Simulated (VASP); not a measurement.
# HfTa (Fm-3m) in VASP: further runs

The runs below take HfTa through single point, relaxation of cell and atoms, with PBE.

Everything below comes from runs of VASP 6.6.1. Logs are shortened: lines on timing, memory, paths and dates and some standing lists are left out, and cuts for length are marked.

## (1) The cell of the first run

Symmetry: Fm-3m, No. 225, cubic system. Conventional cell: a = 5.650 Å, b = 5.650 Å, c = 5.650 Å, α = 90.00°, β = 90.00°, γ = 90.00°. Hf (site symmetry m-3m) has 6 Ta at 2.82 Å within 3.7 Å. Within 3.7 Å of Ta (site symmetry m-3m) lie 6 Hf at 2.82 Å.

## (2) Single point, PBE

Input file INCAR:

```
SYSTEM = HfTa
ALGO = Normal ; EDIFF = 1E-6
ENCUT = 520 ; GGA = PE
ISIF = 2 ; ISMEAR = 0
LASPH = .TRUE. ; LCHARG = .TRUE.
LELF = .TRUE. ; LREAL = .FALSE.
LVHAR = .TRUE. ; LWAVE = .FALSE.
NBANDS = 18 ; NELM = 100
PREC = Accurate ; SIGMA = 0.1
```

Input file KPOINTS:

```
k-points
0
G
  18 18 18
  0 0 0
```

Input file POSCAR:

```
HfTa
1.0
    0.0000000000      2.8248909243      2.8248909243
    2.8248909243      0.0000000000      2.8248909243
    2.8248909243      2.8248909243      0.0000000000
Hf Ta
1 1
Direct
    0.0000000000      0.0000000000      0.0000000000
    0.5000000000      0.5000000000      0.5000000000
```

Potentials or basis: VASP PAW PBE potentials, release 64 (Hf_pv, Ta_pv).

The run is started by

```sh
$ cat potpaw_PBE.64/Hf_pv/POTCAR potpaw_PBE.64/Ta_pv/POTCAR > POTCAR
$ mpirun -np 1 vasp_std > vasp.out
```

OUTCAR:

```text
SYSTEM = HfTa
   EDIFF = 1E-6
   ENCUT = 520
   GGA = PE
   ISIF = 2
   ISMEAR = 0
   LASPH = .TRUE.
   LREAL = .FALSE.
   NELM = 100
   PREC = Accurate

 ion  position               nearest neighbor table
   1  0.000  0.000  0.000-   2 2.82   2 2.82   2 2.82   2 2.82   2 2.82   2 2.82
   2  0.500  0.500  0.500-   1 2.82   1 2.82   1 2.82   1 2.82   1 2.82   1 2.82

  LATTYP: Found a face centered cubic cell.
 ALAT       =     5.6497818486

  Lattice vectors:

 A1 = (   0.0000000000,   2.8248909243,   2.8248909243)
 A2 = (   2.8248909243,   0.0000000000,   2.8248909243)
 A3 = (   2.8248909243,   2.8248909243,   0.0000000000)

Analysis of symmetry for initial positions (statically):
=====================================================================
 Subroutine PRICEL returns:
 Original cell was already a primitive cell.

 Routine SETGRP: Setting up the symmetry group for a
 face centered cubic supercell.

 Subroutine GETGRP returns: Found 48 space group operations
[... 9 lines left out ...]

 Routine SETGRP: Setting up the symmetry group for a
 face centered cubic supercell.

 Subroutine GETGRP returns: Found 48 space group operations
[... 11 lines left out ...]
                                     Primitive cell

  volume of cell :      45.0853

  direct lattice vectors                    reciprocal lattice vectors
     0.000000000  2.824890924  2.824890924    -0.176997984  0.176997984  0.176997984
     2.824890924  0.000000000  2.824890924     0.176997984 -0.176997984  0.176997984
     2.824890924  2.824890924  0.000000000     0.176997984  0.176997984 -0.176997984

  length of vectors
     3.994999057  3.994999057  3.994999057     0.306569502  0.306569502  0.306569502

  position of ions in fractional coordinates (direct lattice)
     0.000000000  0.000000000  0.000000000
     0.500000000  0.500000000  0.500000000

  ion indices of the primitive-cell ions
   primitive index   ion index
                 1           1
                 2           2

----------------------------------------------------------------------------------------

 KPOINTS: k-points

Automatic generation of k-mesh.
 Grid dimensions read from file:
 generate k-points for:   18   18   18

 Generating k-lattice:

  Cartesian coordinates                     Fractional coordinates (reciprocal lattice)
    -0.009833221  0.009833221  0.009833221     0.055555556  0.000000000  0.000000000
     0.009833221 -0.009833221  0.009833221     0.000000000  0.055555556  0.000000000
     0.009833221  0.009833221 -0.009833221     0.000000000  0.000000000  0.055555556
[... 49 lines left out ...]
   ISTART =      0    job   : 0-new  1-cont  2-samecut
   ICHARG =      2    charge: 1-file 2-atom 10-const
   ISPIN  =      1    spin polarized calculation?
   LNONCOLLINEAR =      F non collinear calculations
   LSORBIT =      F    spin-orbit coupling
   LASPH  =      T    aspherical Exc in radial PAW
   ENCUT  =  520.0 eV  38.22 Ry    6.18 a.u.   7.43  7.43  7.43*2*pi/ulx,y,z
   NELM   =    100;   NELMIN=  2; NELMDL= -5     # of ELM steps
   EDIFF  = 0.1E-05   stopping-criterion for ELM
   LREAL  =      F    real-space projection
   EDIFFG = 0.1E-04   stopping-criterion for IOM
   NSW    =      0    number of steps for IOM
   IBRION =     -1    ionic relax: 0-MD 1-quasi-New 2-CG
   NFREE  =      0    steps in history (QN), initial steepest desc. (CG)
   ISIF   =      2    stress and relaxation
   ISYM   =      2    0-nonsym 1-usesym 2-fastsym
   POTIM  = 0.5000    time-step for ionic-motion
   TEBEG  =    0.0;   TEEND  =   0.0 temperature during run
   PSTRESS=    0.0 pullay stress
   NELECT =      21.0000    total number of electrons
   NUPDOWN=      -1.0000    fix difference up-down
   EMIN   =  10.00;   EMAX   =-10.00  energy-range for DOS
   EFERMI =   0.00;   METHOD = LEGACY
   ISMEAR =     0;   SIGMA  =   0.10  broadening in eV -4-tet -1-fermi 0-gaus
   EFERMI_NEDOS =   21; number of points for ismear=-14 and -15
   IALGO  =     38    algorithm
   IMIX   =      4    mixing-type and parameters
     AMIX     =   0.40;   BMIX     =  1.00
     AMIX_MAG =   1.60;   BMIX_MAG =  1.00
  volume/ion in A,a.u.               =      22.54       152.13
  Fermi-wavevector in a.u.,A,eV,Ry     =   1.269023  2.398106 21.911095  1.610420
  Thomas-Fermi vector in A             =   2.402087
   LORBIT       =      0    0 simple, 1 ext, 2 COOP (PROOUT), +10 PAW based schemes
   GGA     = PE    functional components
   LHFCALC =     F    Hartree Fock is set to
   AEXX    =    0.0000 exact exchange contribution
   IVDW    =     0    specifies the selected vdW correction
   LEPSILON=     F    determine dielectric tensor
   LRPA    =     F    only Hartree local field effects (RPA)
 non-spin polarized calculation
 Gauss-broadening in eV      SIGMA  =   0.10
  energy-cutoff  :      520.00
  volume of cell :       45.09
 maximum number of plane-waves:      1243
 NGX is ok and might be reduce to    30
   NGX = 15   NGY = 15   NGZ = 15

 number of electron      20.9999999 magnetization

 Free energy of the ion-electron system (eV)
  ---------------------------------------------------
  ext. energy  EPLUGINS =         0.00000000
  ---------------------------------------------------
  free energy    TOTEN  =       -19.39810491 eV

  energy without entropy =      -19.38355414  energy(sigma->0) =      -19.39082953

 E-fermi :   4.0517     XC(G=0): -11.2654

 val. band max:        4.0515486367   @ k =  -0.2222   0.2778   0.0556
 cond. band min:       4.0600975108   @ k =  -0.3333   0.3889   0.0556
 fundamental gap:      0.0085488741
 Fermi energy:         4.0517063183

 k-point     1 :       0.0000    0.0000    0.0000
  band No.  band energies     occupation
      1     -29.9556      2.00000
      2     -29.9556      2.00000
      3     -29.9556      2.00000
      4     -25.8506      2.00000
      5     -25.8506      2.00000
      6     -25.8506      2.00000
[... 481 lines left out ...]
      5     -25.8895      2.00000
      6     -25.8704      2.00000
[... 10 lines left out ...]
     17       9.6660      0.00000
     18      11.3718      0.00000

 [... further k-points ...]
[... 5 lines left out ...]
  --------------------------------------------------------------------------------------
  -------------------------------------------------------------------------------------
  Total       -0.0565726     -0.0565726     -0.0565726      0.0000000     -0.0000000      0.0000000
  in kB       -2.0103948     -2.0103948     -2.0103948      0.0000000     -0.0000000      0.0000000
  external PRESSURE =      -2.0103948 kB  Pullay stress =       0.0000000 kB

 VOLUME and BASIS-vectors are now :
 -----------------------------------------------------------------------------
  energy-cutoff  :      520.00
  volume of cell :       45.09
      direct lattice vectors                 reciprocal lattice vectors
     0.000000000  2.824890924  2.824890924    -0.176997984  0.176997984  0.176997984
     2.824890924  0.000000000  2.824890924     0.176997984 -0.176997984  0.176997984
     2.824890924  2.824890924  0.000000000     0.176997984  0.176997984 -0.176997984

 POSITION                                       TOTAL-FORCE (eV/Angst)
 -----------------------------------------------------------------------------------
      0.00000      0.00000      0.00000         0.000000      0.000000      0.000000
      2.82489      2.82489      2.82489         0.000000      0.000000      0.000000
 -----------------------------------------------------------------------------------
    total drift:                               -0.000000      0.000000      0.000000

  FREE ENERGIE OF THE ION-ELECTRON SYSTEM (eV)
  ---------------------------------------------------
  free  energy   TOTEN  =       -19.3981049122 eV

  energy  without entropy=      -19.3835541390  energy(sigma->0) =      -19.39082953
```

OSZICAR:

```text
N       E                     dE             d eps       ncg     rms          rms(c)
DAV:   1     0.115544359084E+03    0.11554E+03   -0.11292E+04  7020   0.109E+03
DAV:   2    -0.165924736517E+02   -0.13214E+03   -0.12919E+03  8988   0.298E+02
DAV:   3    -0.199604533287E+02   -0.33680E+01   -0.32989E+01  8362   0.393E+01
DAV:   4    -0.199931247286E+02   -0.32671E-01   -0.32512E-01  8016   0.422E+00
DAV:   5    -0.199934333589E+02   -0.30863E-03   -0.30861E-03  8064   0.393E-01    0.413E+01
DAV:   6    -0.195115580028E+02    0.48188E+00   -0.85234E-01  7406   0.580E+00    0.244E+01
DAV:   7    -0.194083777558E+02    0.10318E+00   -0.62170E-01  7540   0.468E+00    0.266E+00
DAV:   8    -0.194007981314E+02    0.75796E-02   -0.40371E-02  7198   0.108E+00    0.989E-01
DAV:   9    -0.193981185520E+02    0.26796E-02   -0.13961E-02  8056   0.776E-01    0.277E-01
DAV:  10    -0.193980935562E+02    0.24996E-04   -0.23614E-04  7634   0.117E-01    0.500E-02
DAV:  11    -0.193981044558E+02   -0.10900E-04   -0.14291E-05  8118   0.317E-02    0.406E-02
DAV:  12    -0.193981049122E+02   -0.45641E-06   -0.16196E-06  5606   0.862E-03
   1 F= -.19398105E+02 E0= -.19390830E+02  d E =-.145508E-01
```

Wall time 53 s (1 thread of Intel Xeon 6975P-C (Granite Rapids), shared host); peak memory 0.3 GiB.

What came out:

```yaml
Free_energy: -19.3981 eV
Pressure: -0.2 GPa
```

Levels at points of the mesh, in eV from the Fermi level:
```csv
k point,band 6,band 7,band 8,band 9,band 10,band 11,band 12,band 13,band 14,band 15
"(0.00, 0.00, 0.00)",-29.90,-6.78,-1.91,-1.91,-1.70,-1.70,-1.70,6.43,6.43,6.43
"(0.50, 0.00, 0.00)",-29.97,-2.81,-2.63,0.33,0.33,1.05,1.05,2.03,2.03,2.36
"(0.50, 0.50, 0.00)",-29.90,-3.36,-3.29,-0.99,-0.93,0.04,2.42,2.42,4.05,4.05
```

Caveat: spin-orbit coupling is left out, which moves the levels of the heavy elements.

## (3) Relaxation of cell and atoms, PBE

This run uses another cell than the first one, of 22.46 Å³/atom, 0.996 times its volume.

Input file INCAR:

```
  PREC = Accurate
  ENCUT = 600
  EDIFF = 1E-6
  ISMEAR = 0
  SIGMA = 0.1
  LREAL = False
  LASPH = True
  NELM = 100
  ALGO = Normal
  ISIF = 3
  LWAVE = False
  LCHARG = False
  GGA = PE
  IBRION = 2
  NSW = 100
  EDIFFG = -0.01
```

Input file KPOINTS:

```
Automatic mesh
0
Gamma
  18 18 18
```

Input file POSCAR:

```
HfTa
1.0
    0.0000000000      2.8215453996      2.8215453996
    2.8215453996      0.0000000000      2.8215453996
    2.8215453996      2.8215453996      0.0000000000
Hf Ta
1 1
Direct
    0.0000000000      0.0000000000      0.0000000000
    0.5000000000      0.5000000000      0.5000000000
```

Potentials or basis: VASP PAW PBE potentials, release 64 (Hf_pv, Ta_pv).

The run is started by

```sh
$ cat potpaw_PBE.64/Hf_pv/POTCAR potpaw_PBE.64/Ta_pv/POTCAR > POTCAR
$ mpirun -np 1 vasp_std > vasp.out
```

OUTCAR:

```text
PREC = Accurate
   ENCUT = 600
   EDIFF = 1E-6
   ISMEAR = 0
   LREAL = False
   LASPH = True
   NELM = 100
   ISIF = 3
   GGA = PE
   IBRION = 2
   NSW = 100
   EDIFFG = -0.01

 ion  position               nearest neighbor table
   1  0.000  0.000  0.000-   2 2.82   2 2.82   2 2.82   2 2.82   2 2.82   2 2.82
   2  0.500  0.500  0.500-   1 2.82   1 2.82   1 2.82   1 2.82   1 2.82   1 2.82

  LATTYP: Found a face centered cubic cell.
 ALAT       =     5.6430907992

  Lattice vectors:

 A1 = (   0.0000000000,   2.8215453996,   2.8215453996)
 A2 = (   2.8215453996,   0.0000000000,   2.8215453996)
 A3 = (   2.8215453996,   2.8215453996,   0.0000000000)

Analysis of symmetry for initial positions (statically):
=====================================================================
 Subroutine PRICEL returns:
 Original cell was already a primitive cell.

 Routine SETGRP: Setting up the symmetry group for a
 face centered cubic supercell.

 Subroutine GETGRP returns: Found 48 space group operations
[... 9 lines left out ...]

 Routine SETGRP: Setting up the symmetry group for a
 face centered cubic supercell.

 Subroutine GETGRP returns: Found 48 space group operations
[... 11 lines left out ...]
                                     Primitive cell

[... 147 lines left out ...]
  Total        0.0491453      0.0491453      0.0491453      0.0000000     -0.0000000      0.0000000
  in kB        1.7526754      1.7526754      1.7526754      0.0000000     -0.0000000      0.0000000
  external PRESSURE =       1.7526754 kB  Pullay stress =       0.0000000 kB
[... 59 lines left out ...]
--------------------------------------- Ionic step        3  -------------------------------------------

 number of electron      21.0000000 magnetization

 Free energy of the ion-electron system (eV)
  ---------------------------------------------------
  ext. energy  EPLUGINS =         0.00000000
  ---------------------------------------------------
  free energy    TOTEN  =       -19.39852593 eV

  energy without entropy =      -19.38398297  energy(sigma->0) =      -19.39125445

 E-fermi :   4.0650     XC(G=0): -11.2746

 val. band max:        4.0608340764   @ k =   0.3333   0.2222   0.0556
 cond. band min:       4.0675614690   @ k =  -0.2222   0.2778   0.0556
 fundamental gap:      0.0067273926
 Fermi energy:         4.0650349668

 k-point     1 :       0.0000    0.0000    0.0000
  band No.  band energies     occupation
      1     -29.9390      2.00000
      2     -29.9390      2.00000
      3     -29.9390      2.00000
      4     -25.8315      2.00000
      5     -25.8315      2.00000
      6     -25.8315      2.00000
      7      -2.7163      2.00000
      8       2.1459      2.00000
      9       2.1459      2.00000
     10       2.3584      2.00000
     11       2.3584      2.00000
     12       2.3584      2.00000
     13      10.5111      0.00000
     14      10.5111      0.00000
[... 377 lines left out ...]
      1     -29.9484      2.00000
      2     -29.9353      2.00000
      3     -29.9263      2.00000
      4     -25.8969      2.00000
      5     -25.8708      2.00000
      6     -25.8515      2.00000
      7      -1.4740      2.00000
      8       2.1817      2.00000
      9       2.8053      2.00000
     10       3.0357      2.00000
     11       3.1056      2.00000
     12       3.3194      2.00000
     13       8.4499      0.00000
     14       9.0208      0.00000

 [... further k-points ...]
[... 5 lines left out ...]
  --------------------------------------------------------------------------------------
  -------------------------------------------------------------------------------------
  Total        0.0008612      0.0008612      0.0008612     -0.0000000     -0.0000000      0.0000000
  in kB        0.0306656      0.0306656      0.0306656     -0.0000000     -0.0000000      0.0000000
  external PRESSURE =       0.0306656 kB  Pullay stress =       0.0000000 kB
[... 17 lines left out ...]
  FREE ENERGIE OF THE ION-ELECTRON SYSTEM (eV)
  ---------------------------------------------------
  free  energy   TOTEN  =       -19.3985259320 eV

  energy  without entropy=      -19.3839829689  energy(sigma->0) =      -19.39125445

 reached required accuracy - stopping structural energy minimisation
```

OSZICAR:

```text
N       E                     dE             d eps       ncg     rms          rms(c)
DAV:   1     0.118357438171E+03    0.11836E+03   -0.12724E+04  5460   0.157E+03
DAV:   2    -0.161313470498E+02   -0.13449E+03   -0.13252E+03  6588   0.365E+02
DAV:   3    -0.199416092629E+02   -0.38103E+01   -0.36672E+01  7532   0.474E+01
[... 20 lines left out ...]
DAV:   2    -0.193986029879E+02    0.39690E-03   -0.10336E-03  5592   0.266E-01    0.563E-02
DAV:   3    -0.193985283958E+02    0.74592E-04   -0.16659E-04  5908   0.108E-01    0.222E-02
DAV:   4    -0.193985242062E+02    0.41896E-05   -0.20923E-05  7290   0.397E-02    0.179E-02
DAV:   5    -0.193985258624E+02   -0.16562E-05   -0.34447E-06  6432   0.134E-02    0.394E-03
DAV:   6    -0.193985259320E+02   -0.69570E-07   -0.32862E-07  3108   0.392E-03
   3 F= -.19398526E+02 E0= -.19391254E+02  d E =-.385745E-04
```

Wall time 71 s (1 thread of Intel Xeon 6975P-C (Granite Rapids), shared host); peak memory 0.33 GiB.

Results:

| Item | Value |
| --- | --- |
| Free energy | -19.3985 eV |
| Relaxed volume | 22.50 Å³/atom |
| Relaxed cell | a = 3.992 Å, b = 3.992 Å, c = 3.992 Å, α = 60.00°, β = 60.00°, γ = 60.00° |
| Space group after relaxing (to 0.05 Å) | Fm-3m (No. 225) |
| Energy gained by relaxing | 0.0 meV/atom |
| Ionic steps | 3 |
| Pressure after relaxing | 0.0 GPa |

Final structure:
```
Hf Ta
1.0
     0.00000    2.82304    2.82304
     2.82304    0.00000    2.82304
     2.82304    2.82304    0.00000
Hf Ta
1 1
Direct
  0.00000 0.00000 0.00000
  0.50000 0.50000 0.50000
```

Levels at points of the mesh, in eV from the Fermi level:
| k point | band 8 | band 9 | band 10 | band 11 | band 12 | band 13 |
| --- | --- | --- | --- | --- | --- | --- |
| (0.00, 0.00, 0.00) | -1.92 | -1.92 | -1.71 | -1.71 | -1.71 | 6.45 |
| (0.50, 0.00, 0.00) | -2.63 | 0.33 | 0.33 | 1.05 | 1.05 | 2.03 |
| (0.50, 0.50, 0.00) | -3.30 | -1.00 | -0.93 | 0.04 | 2.42 | 2.42 |

Caveat: spin-orbit coupling is left out, which moves the levels of the heavy elements.
